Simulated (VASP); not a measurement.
Runs of VASP 6.6.1 on SiNi. The structure is that of space group P2_13 (No. 198), or close to it. The cells are those of the table. 

```tsv
cell	k mesh	smearing	gap on the mesh (eV)	pressure (GPa)	largest force (eV/Å)
a = 4.465 Å, 8 atoms	4 × 4 × 4	gaussian 0.1 eV	none	0.0	0.01
a = 4.509 Å, 8 atoms	8 × 8 × 8	gaussian 0.1 eV	none	-5.4	0.01
a = 4.465 Å, 8 atoms	10 × 10 × 10	gaussian 0.15 eV	none	0.1	-
a = 4.552 Å, 8 atoms	8 × 8 × 8	gaussian 0.1 eV	none	(a)	-
```

Alike in all rows: task single point; level r2SCAN; potentials or basis VASP PAW PBE potentials, release 64 (Si, Ni); no spin polarisation; cutoff (eV) 520.

Question: Estimate the missing entries.

Answer: (a) -10.1.

Caveats: the PAW data sets were made with another functional, which shifts forces and pressure a little.

A gap of «none» marks levels without a gap at the run's occupations.
